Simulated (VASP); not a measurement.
**Al5Ni: single point with PBE**

Crystal: Al5Ni.

```xyz
6
Lattice="2.1640 -7.7371 0.0000 2.1640 7.7371 0.0000 0.0000 0.0000 2.7805" Properties=species:S:1:pos:R:3 pbc="T T T"
Al    2.1640    0.0000    1.3902
Al    2.1640    3.0394    0.0000
Al    2.1640    5.7029    1.3902
Al    2.1640   -5.7029    1.3902
Al    2.1640   -3.0394    0.0000
Ni    0.0000    0.0000    0.0000
```

```yaml
Program: VASP 6.6.1
Task: single point
Functional: PBE
Potentials_or_basis: VASP PAW PBE potentials, release 64 (Al, Ni)
Cutoff: 520 eV
k_mesh: 10 × 10 × 14
Occupations: gaussian, width 0.1 eV
Spin: no spin polarisation
```

The pressure is -0.1 GPa. The largest force is 0.004 eV/Å.

Forces in eV/Å, atoms in the order of the input:
```
Al   0.000  0.000  0.000
Al   0.000  0.000  0.000
Al   0.000 -0.004  0.000
Al   0.000  0.004  0.000
Al   0.000  0.000  0.000
Ni   0.000  0.000  0.000
```

Levels at points of the mesh, in eV from the Fermi level:
```tsv
k point	band 9	band 10	band 11	band 12	band 13	band 14	band 15	band 16
(0.00, 0.00, 0.00)	-2.14	-1.90	-1.75	-1.51	-0.54	0.41	1.04	2.54
(0.50, 0.00, 0.00)	-2.15	-1.92	-1.89	-1.78	-0.01	2.97	3.79	6.11
(0.50, 0.50, 0.00)	-1.90	-1.81	-1.75	-1.17	-0.48	-0.32	1.27	3.53
(0.00, 0.00, 0.50)	-2.15	-2.10	-0.59	0.89	1.39	2.27	2.29	2.59
(0.50, 0.00, 0.50)	-2.99	-2.23	-2.10	-0.92	-0.73	-0.68	-0.58	0.75
(0.50, 0.50, 0.50)	-1.21	-1.20	-0.64	0.08	0.63	0.79	1.45	2.06
```

Run time: 19 min on 1 thread of Intel Xeon 6975P-C (shared host), peak memory 0.61 GiB.

Spin polarisation is off, so any magnetic state and its effect on volume and gap are missing.
